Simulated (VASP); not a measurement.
# In2SnTe2 (P6mm) in VASP: a series of runs

In2SnTe2 is run at these levels: PBE; tasks: relaxation of cell and atoms, single point.

All numbers are computed with VASP 6.6.1; they aren't measurements. Logs are shortened: lines on timing, memory, paths and dates and some standing lists are left out, and cuts for length are marked.

## Step 1: The cell of the first run

The structure is hexagonal, space group P6mm (No. 183). The conventional cell has a = 4.820 Å, b = 4.820 Å, c = 8.716 Å, α = 90.00°, β = 90.00°, γ = 120.00°. In (site symmetry 3m) has 1 Te at 2.72 Å and 3 In at 2.78 Å within 3.6 Å. Sn (site symmetry 6mm) has 6 In at 3.80 Å and 6 Te at 4.40 Å and 6 Sn at 4.82 Å within 5.0 Å. Within 3.6 Å of Te (site symmetry 3m) lie 1 In at 2.72 Å and 3 Te at 2.78 Å.

The cell was generated, and may not be a known phase.

## Step 2: Relaxation of cell and atoms, PBE

The input, INCAR:

```
SYSTEM = In2SnTe2
ALGO     = Fast           ! electronic algorithm
EDIFF    = 1E-6           ! SCF threshold, eV
EDIFFG   = -0.04          ! ionic threshold
ENCUT    = 600            ! plane-wave cutoff, eV
GGA      = PE             ! functional
IBRION   = 2              ! ionic algorithm
ISIF     = 3              ! what is computed and relaxed
ISMEAR   = 0              ! smearing method
LASPH    = .True.         ! aspherical terms in the spheres
LCHARG   = .False.        ! write CHGCAR
LREAL    = .False.        ! projectors in reciprocal space
LWAVE    = .False.        ! write WAVECAR
NELM     = 60             ! most SCF steps
NSW      = 90             ! ionic steps
PREC     = Accurate       ! precision mode
SIGMA    = 0.1            ! smearing width, eV
```

The input, KPOINTS:

```
k-points
0
Gamma
  6 6 2
  0 0 0
```

The input, POSCAR:

```
In2SnTe2
1.0
    4.8196427500      0.0000000000      0.0000000000
   -2.4098213700      4.1739330600      0.0000000000
    0.0000000000      0.0000000000      8.7158713300
In Sn Te
2 1 2
Direct
    0.3333333300      0.6666666700      0.5218095300
    0.6666666700      0.3333333300      0.5218095300
    0.0000000000      0.0000000000      0.2244569500
    0.3333333300      0.6666666700      0.8337625700
    0.6666666700      0.3333333300      0.8337625700
```

Potentials or basis: VASP PAW PBE potentials, release 64 (In_d, Sn_d, Te).

The run is started by

```console
cat potpaw_PBE.64/In_d/POTCAR potpaw_PBE.64/Sn_d/POTCAR potpaw_PBE.64/Te/POTCAR > POTCAR
mpirun -np 1 vasp_std > vasp.out
```

OUTCAR:

```text
SYSTEM = In2SnTe2
   EDIFF = 1E-6
   EDIFFG = -0.04
   ENCUT = 600
   GGA = PE
   IBRION = 2
   ISIF = 3
   ISMEAR = 0
   LASPH = .True.
   LREAL = .False.
   NELM = 60
   NSW = 90
   PREC = Accurate

 ion  position               nearest neighbor table
   1  0.333  0.667  0.522-   4 2.72   2 2.78   2 2.78   2 2.78   3 3.80   3 3.80   3 3.80
   2  0.667  0.333  0.522-   5 2.72   1 2.78   1 2.78   1 2.78   3 3.80   3 3.80   3 3.80
   3  0.000  0.000  0.224-   1 3.80   2 3.80   1 3.80   2 3.80   2 3.80   1 3.80
   4  0.333  0.667  0.834-   1 2.72   5 2.78   5 2.78   5 2.78
   5  0.667  0.333  0.834-   2 2.72   4 2.78   4 2.78   4 2.78

  LATTYP: Found a hexagonal cell.
 ALAT       =     4.8196427500
 C/A-ratio  =     1.8084060961

  Lattice vectors:

 A1 = (   4.8196427500,   0.0000000000,   0.0000000000)
 A2 = (  -2.4098213700,   4.1739330600,   0.0000000000)
 A3 = (   0.0000000000,   0.0000000000,   8.7158713300)

Analysis of symmetry for initial positions (statically):
=====================================================================
 Subroutine PRICEL returns:
 Original cell was already a primitive cell.

 Routine SETGRP: Setting up the symmetry group for a
 hexagonal supercell.

 Subroutine GETGRP returns: Found 12 space group operations
 (whereof 12 operations were pure point group operations)
 out of a pool of 24 trial point group operations.

The static configuration has the point symmetry C_6v.

Analysis of symmetry for dynamics (positions and initial velocities):
=====================================================================
 Subroutine PRICEL returns:
 Original cell was already a primitive cell.

 Routine SETGRP: Setting up the symmetry group for a
 hexagonal supercell.

 Subroutine GETGRP returns: Found 12 space group operations
 (whereof 12 operations were pure point group operations)
 out of a pool of 24 trial point group operations.

The dynamic configuration has the point symmetry C_6v.

 Subroutine INISYM returns: Found 12 space group operations
 (whereof 12 operations are pure point group operations),
 and found     1 'primitive' translations

----------------------------------------------------------------------------------------

                                     Primitive cell

  volume of cell :     175.3360

  direct lattice vectors                    reciprocal lattice vectors
     4.819642750  0.000000000  0.000000000     0.207484258  0.119791092  0.000000000
    -2.409821370  4.173933060  0.000000000     0.000000000  0.239582184  0.000000000
     0.000000000  0.000000000  8.715871330     0.000000000  0.000000000  0.114733222

  length of vectors
     4.819642750  4.819642749  8.715871330     0.239582184  0.239582184  0.114733222

  position of ions in fractional coordinates (direct lattice)
     0.333333330  0.666666670  0.521809530
     0.666666670  0.333333330  0.521809530
     0.000000000  0.000000000  0.224456950
     0.333333330  0.666666670  0.833762570
     0.666666670  0.333333330  0.833762570

  ion indices of the primitive-cell ions
   primitive index   ion index
                 1           1
                 2           2
                 3           3
                 4           4
                 5           5

----------------------------------------------------------------------------------------

 KPOINTS: k-points

Automatic generation of k-mesh.
 Grid dimensions read from file:
 generate k-points for:    6    6    2

 Generating k-lattice:

  Cartesian coordinates                     Fractional coordinates (reciprocal lattice)
     0.034580710  0.019965182  0.000000000     0.166666667  0.000000000  0.000000000
     0.000000000  0.039930364  0.000000000     0.000000000  0.166666667  0.000000000
     0.000000000  0.000000000  0.057366611     0.000000000  0.000000000  0.500000000

  Length of vectors
     0.039930364  0.039930364  0.057366611

  Shift w.r.t. Gamma in fractional coordinates (k-lattice)
     0.000000000  0.000000000  0.000000000

 Subroutine IBZKPT returns following result:
 ===========================================

 Found     14 irreducible k-points:

 Following reciprocal coordinates:
            Coordinates               Weight
  0.000000  0.000000  0.000000      1.000000
  0.166667  0.000000  0.000000      6.000000
  0.333333 -0.000000  0.000000      6.000000
  0.500000  0.000000  0.000000      3.000000
  0.166667  0.166667  0.000000      6.000000
  0.333333  0.166667  0.000000     12.000000
  0.333333  0.333333  0.000000      2.000000
  0.000000  0.000000  0.500000      1.000000
  0.166667  0.000000  0.500000      6.000000
  0.333333 -0.000000  0.500000      6.000000
  0.500000  0.000000  0.500000      3.000000
  0.166667  0.166667  0.500000      6.000000
  0.333333  0.166667  0.500000     12.000000
  0.333333  0.333333  0.500000      2.000000
   k-points           NKPTS =     14   k-points in BZ     NKDIM =     14   number of bands    NBANDS=     31
   number of dos      NEDOS =    301   number of ions     NIONS =      5
   total plane-waves  NPLWV = 112000
   dimension x,y,z NGX =    40 NGY =   40 NGZ =   70
   dimension x,y,z NGXF=    80 NGYF=   80 NGZF=  140
   ions per type =               2   1   2
   NGX,Y,Z   is equivalent  to a cutoff of  13.80, 13.80, 13.35 a.u.
   NGXF,Y,Z  is equivalent  to a cutoff of  27.59, 27.59, 26.70 a.u.
 SYSTEM =  In2SnTe2
   PREC   = accura    normal or accurate (medium, high low for compatibility)
   ISTART =      0    job   : 0-new  1-cont  2-samecut
   ICHARG =      2    charge: 1-file 2-atom 10-const
   ISPIN  =      1    spin polarized calculation?
   LNONCOLLINEAR =      F non collinear calculations
   LSORBIT =      F    spin-orbit coupling
   LASPH  =      T    aspherical Exc in radial PAW
   ENCUT  =  600.0 eV  44.10 Ry    6.64 a.u.   9.63  9.63 17.41*2*pi/ulx,y,z
   NELM   =     60;   NELMIN=  2; NELMDL= -5     # of ELM steps
   EDIFF  = 0.1E-05   stopping-criterion for ELM
   LREAL  =      F    real-space projection
   EDIFFG = -.4E-01   stopping-criterion for IOM
   NSW    =     90    number of steps for IOM
   IBRION =      2    ionic relax: 0-MD 1-quasi-New 2-CG
   NFREE  =      1    steps in history (QN), initial steepest desc. (CG)
   ISIF   =      3    stress and relaxation
   ISYM   =      2    0-nonsym 1-usesym 2-fastsym
   POTIM  = 0.5000    time-step for ionic-motion
   TEBEG  =    0.0;   TEEND  =   0.0 temperature during run
   PSTRESS=    0.0 pullay stress
   NELECT =      52.0000    total number of electrons
   NUPDOWN=      -1.0000    fix difference up-down
   EMIN   =  10.00;   EMAX   =-10.00  energy-range for DOS
   EFERMI =   0.00;   METHOD = LEGACY
   ISMEAR =     0;   SIGMA  =   0.10  broadening in eV -4-tet -1-fermi 0-gaus
   EFERMI_NEDOS =   21; number of points for ismear=-14 and -15
   IALGO  =     68    algorithm
   IMIX   =      4    mixing-type and parameters
     AMIX     =   0.40;   BMIX     =  1.00
     AMIX_MAG =   1.60;   BMIX_MAG =  1.00
  volume/ion in A,a.u.               =      35.07       236.65
  Fermi-wavevector in a.u.,A,eV,Ry     =   1.091739  2.063088 16.216709  1.191894
  Thomas-Fermi vector in A             =   2.227991
   LORBIT       =      0    0 simple, 1 ext, 2 COOP (PROOUT), +10 PAW based schemes
   GGA     = PE    functional components
   LHFCALC =     F    Hartree Fock is set to
   AEXX    =    0.0000 exact exchange contribution
   IVDW    =     0    specifies the selected vdW correction
   LEPSILON=     F    determine dielectric tensor
   LRPA    =     F    only Hartree local field effects (RPA)
 conjugate gradient relaxation of ions
 non-spin polarized calculation
 RMM-DIIS sequential band-by-band and
 Gauss-broadening in eV      SIGMA  =   0.10
  energy-cutoff  :      600.00
  volume of cell :      175.34
 maximum number of plane-waves:      5890
 NGX is ok and might be reduce to    40
   NGX = 19   NGY = 19   NGZ = 35

--------------------------------------- Ionic step        1  -------------------------------------------

 number of electron      52.0000004 magnetization

 Free energy of the ion-electron system (eV)
  ---------------------------------------------------
  ext. energy  EPLUGINS =         0.00000000
  ---------------------------------------------------
  free energy    TOTEN  =       -11.87490310 eV

  energy without entropy =      -11.85442745  energy(sigma->0) =      -11.86466527

------------------------ aborting loop because EDIFF is reached ----------------------------------------

  FORCE on cell =-STRESS in cart. coord.  units (eV):
  Direction    XX          YY          ZZ          XY          YZ          ZX
  --------------------------------------------------------------------------------------
  -------------------------------------------------------------------------------------
  Total        8.7631889      8.7631889      4.7665004      0.0000000      0.0000000     -0.0000000
  in kB       80.0758614     80.0758615     43.5551066      0.0000001      0.0000000     -0.0000000
  external PRESSURE =      67.9022765 kB  Pullay stress =       0.0000000 kB
[... 98 lines left out ...]
  FREE ENERGIE OF THE ION-ELECTRON SYSTEM (eV)
  ---------------------------------------------------
  free  energy   TOTEN  =       -12.9444186772 eV

  energy  without entropy=      -12.9114123230  energy(sigma->0) =      -12.92791550

 E-fermi :   4.8827     XC(G=0):  -8.7552

 val. band max:        4.7448852844   @ k =   0.1667   0.0000   0.5000
 cond. band min:       4.9098303969   @ k =   0.0000   0.0000   0.5000
 fundamental gap:      0.1649451125
 Fermi energy:         4.8827331184

 k-point     1 :       0.0000    0.0000    0.0000
  band No.  band energies     occupation
      1     -16.7817      2.00000
      2     -16.7496      2.00000
      3     -16.7496      2.00000
      4     -16.6729      2.00000
      5     -16.6729      2.00000
      6      -9.8657      2.00000
[... 465 lines left out ...]
     30       6.4687      0.00000
     31       7.0770      0.00000

[... ionic steps 4 to 32 ...]

--------------------------------------- Ionic step       33  -------------------------------------------

 number of electron      51.9999992 magnetization

------------------------ aborting loop because EDIFF is reached ----------------------------------------

  FORCE on cell =-STRESS in cart. coord.  units (eV):
  Direction    XX          YY          ZZ          XY          YZ          ZX
  --------------------------------------------------------------------------------------
  -------------------------------------------------------------------------------------
  Total       -0.0831199     -0.0831199     -0.2653706     -0.0000000     -0.0000000     -0.0000000
  in kB       -0.8072366     -0.8072366     -2.5772031     -0.0000000     -0.0000000     -0.0000000
  external PRESSURE =      -1.3972254 kB  Pullay stress =       0.0000000 kB
[... 63 lines left out ...]
  energy  without entropy=      -14.5861344122  energy(sigma->0) =      -14.59545130

--------------------------------------- Ionic step       35  -------------------------------------------

 number of electron      51.9999992 magnetization

 Free energy of the ion-electron system (eV)
  ---------------------------------------------------
  ext. energy  EPLUGINS =         0.00000000
  ---------------------------------------------------
  free energy    TOTEN  =       -14.60583006 eV

  energy without entropy =      -14.58721639  energy(sigma->0) =      -14.59652322

 E-fermi :   5.7840     XC(G=0):  -9.1395

 val. band max:        5.7592067534   @ k =   0.3333  -0.0000   0.5000
 cond. band min:       5.8093515918   @ k =   0.1667   0.1667   0.0000
 fundamental gap:      0.0501448384
 Fermi energy:         5.7840417298

 k-point     1 :       0.0000    0.0000    0.0000
  band No.  band energies     occupation
      1     -15.8146      2.00000
      2     -15.8070      2.00000
      3     -15.8070      2.00000
      4     -15.7906      2.00000
      5     -15.7906      2.00000
      6      -8.8954      2.00000
[... 497 lines left out ...]
  FREE ENERGIE OF THE ION-ELECTRON SYSTEM (eV)
  ---------------------------------------------------
  free  energy   TOTEN  =       -14.6058300595 eV

  energy  without entropy=      -14.5872163852  energy(sigma->0) =      -14.59652322

 reached required accuracy - stopping structural energy minimisation
```

It took 33 min on 1 thread of Intel Xeon 6975P-C (Granite Rapids), shared host; peak memory 0.43 GiB.

Results:

* Free energy: -14.6058 eV
* Relaxed volume: 32.80 Å³/atom
* Relaxed cell: a = 5.388 Å, b = 5.388 Å, c = 6.524 Å, α = 90.00°, β = 90.00°, γ = 120.00°
* Space group after relaxing (to 0.1 Å): P6mm (No. 183)
* Pressure after relaxing: 0.1 GPa
* Largest force after relaxing: 0.020 eV/Å
* Band gap on the k mesh: zero (bands 26 and 27 overlap by 0.46 eV)

Forces on the atoms (eV/Å):
```
In   0.000  0.000  0.017
In   0.000  0.000  0.017
Sn   0.000  0.000  0.006
Te   0.000  0.000 -0.020
Te   0.000  0.000 -0.020
```

Stress tensor (GPa, compression positive):
```
 0.13  0.00  0.00
 0.00  0.13  0.00
 0.00  0.00 -0.02
```

Final structure:
```
CELL_PARAMETERS angstrom
5.38787 0.00000 0.00000
-2.69394 4.66603 0.00000
0.00000 0.00000 6.52401
ATOMIC_POSITIONS crystal
In 0.33333 0.66667 0.43262
In 0.66667 0.33333 0.43262
Sn 0.00000 0.00000 0.20496
Te 0.33333 0.66667 0.93270
Te 0.66667 0.33333 0.93270
```

Caveat: the k points lie up to 0.48 Å⁻¹ apart in the final cell; a cell axis changed by over 15 % at a fixed basis, so the end point is rough; spin-orbit coupling is left out, which moves the levels of the heavy elements.

## Step 3: Single point, PBE

This run uses another cell than the first one, of 32.31 Å³/atom.

The input, INCAR:

```
SYSTEM = In2SnTe2
PREC     = Accurate       ! precision mode
ENCUT    = 520            ! plane-wave cutoff, eV
EDIFF    = 1E-7           ! SCF threshold, eV
ISMEAR   = 0              ! smearing method
SIGMA    = 0.1            ! smearing width, eV
LREAL    = .FALSE.        ! projectors in reciprocal space
LASPH    = .TRUE.         ! aspherical terms in the spheres
NELM     = 80             ! most SCF steps
ALGO     = Fast           ! electronic algorithm
ISIF     = 2              ! what is computed and relaxed
LWAVE    = .FALSE.        ! write WAVECAR
LCHARG   = .FALSE.        ! write CHGCAR
GGA      = PE             ! functional
NBANDS   = 34             ! bands
```

The input, KPOINTS:

```
Automatic mesh
0
G
  12 12 6
  0 0 0
```

The input, POSCAR:

```
In2SnTe2
1.0
    5.4177762340      0.0000000000      0.0000000000
   -2.7088881170      4.6919318507      0.0000000000
    0.0000000000      0.0000000000      6.3545634754
In Sn Te
2 1 2
Direct
    0.3333333333      0.6666666667      0.4325139434
    0.6666666667      0.3333333333      0.4325139434
    0.0000000000      0.0000000000      0.2096314789
    0.3333333333      0.6666666667      0.9304708922
    0.6666666667      0.3333333333      0.9304708922
```

Potentials or basis: VASP PAW PBE potentials, release 64 (In_d, Sn_d, Te).

The run is started by

```console
cat potpaw_PBE.64/In_d/POTCAR potpaw_PBE.64/Sn_d/POTCAR potpaw_PBE.64/Te/POTCAR > POTCAR
mpirun -np 1 vasp_std > vasp.out
```

Wall time 3.7 min (1 thread of Intel Xeon 6975P-C (Granite Rapids), shared host); peak memory 0.55 GiB.

The run converged. Its results:

| Property | Result |
| --- | --- |
| Free energy | -14.8969 eV |
| Pressure | 0.0 GPa |
| Largest force | 0.009 eV/Å |
| Band gap on the k mesh | zero (bands 26 and 27 overlap by 0.56 eV) |

Forces in eV/Å, atoms in the order of the input:
```
In   0.000  0.000 -0.002
In   0.000  0.000 -0.002
Sn   0.000  0.000 -0.009
Te   0.000  0.000  0.006
Te   0.000  0.000  0.006
```

Levels at points of the mesh, in eV from the Fermi level:
```
           k point  band 24  band 25  band 26  band 27  band 28  band 29
(0.00, 0.00, 0.00)    -1.73    -1.59    -0.89     0.56     0.56     1.29
(0.50, 0.00, 0.00)    -2.17    -1.12     0.15     0.45     1.33     2.05
(0.00, 0.00, 0.50)    -1.54    -1.54    -0.03    -0.03     0.62     0.83
(0.50, 0.00, 0.50)    -0.80    -0.31     0.08     0.73     1.36     1.42
```

Caveat: spin-orbit coupling is left out, which moves the levels of the heavy elements.

The gap in the log of VASP goes by the Fermi energy; the results here count the filled bands.